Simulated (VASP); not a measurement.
Cr: single point with PBE

Cr:

```
CELL_PARAMETERS angstrom
2.30279 0.00000 0.00000
-1.15140 1.99428 0.00000
0.00000 0.00000 2.03465
ATOMIC_POSITIONS crystal
Cr 0.00000 0.00000 0.00000
```

This isn't the form of Cr at room conditions, which is bcc.

```
Program                : VASP 6.6.1
Task                   : single point
Functional             : PBE
Potentials or basis    : VASP PAW PBE potentials, release 64 (Cr_pv)
Cutoff                 : 520 eV
k mesh                 : 18 × 18 × 16
Occupations            : fermi-dirac, width 0.08 eV
Spin                   : collinear spin, ferromagnetic start
Starting moments       : [2.0] μB
Dipole correction      : no
Further INCAR settings : ALGO = Normal; EDIFF = 1e-07; NBANDS = 16
```

* Pressure: 101.4 GPa
* Band gap on the k mesh: zero (filled and empty bands overlap)
* Net moment: 0.00 μB per cell
* Valence electrons inside the program's atomic spheres: Cr 11.76

Stress tensor (GPa, compression positive):
```
 99.86   0.00   0.00
  0.00  99.86   0.00
  0.00   0.00 104.37
```

Levels at points of the mesh, in eV from the Fermi level:
Spin up:
```csv
k point,band 4,band 5,band 6,band 7,band 8,band 9
"(0.00, 0.00, 0.00)",-8.34,-4.60,-0.98,-0.98,3.91,3.91
"(0.50, 0.00, 0.00)",-5.54,-3.33,0.72,1.69,3.45,3.64
"(0.00, 0.00, 0.50)",-3.16,0.12,0.12,0.22,0.22,0.23
"(0.50, 0.00, 0.50)",-6.51,-3.08,-0.98,4.03,5.55,7.85
```
Spin down:
```csv
k point,band 4,band 5,band 6,band 7,band 8,band 9
"(0.00, 0.00, 0.00)",-8.34,-4.60,-0.98,-0.98,3.91,3.91
"(0.50, 0.00, 0.00)",-5.54,-3.33,0.72,1.69,3.45,3.64
"(0.00, 0.00, 0.50)",-3.16,0.12,0.12,0.22,0.22,0.23
"(0.50, 0.00, 0.50)",-6.51,-3.08,-0.98,4.03,5.55,7.85
```

It took 44 s on 1 thread of AMD EPYC 9R45 96-Core Processor (Zen 5) (shared host), peak memory 0.15 GiB.

Caveat: the cell stands under pressure; an empty level that is flat over the whole mesh can mark a ghost state of the potentials, or a narrow d or f band; the moments typed at the start vanished in this run.
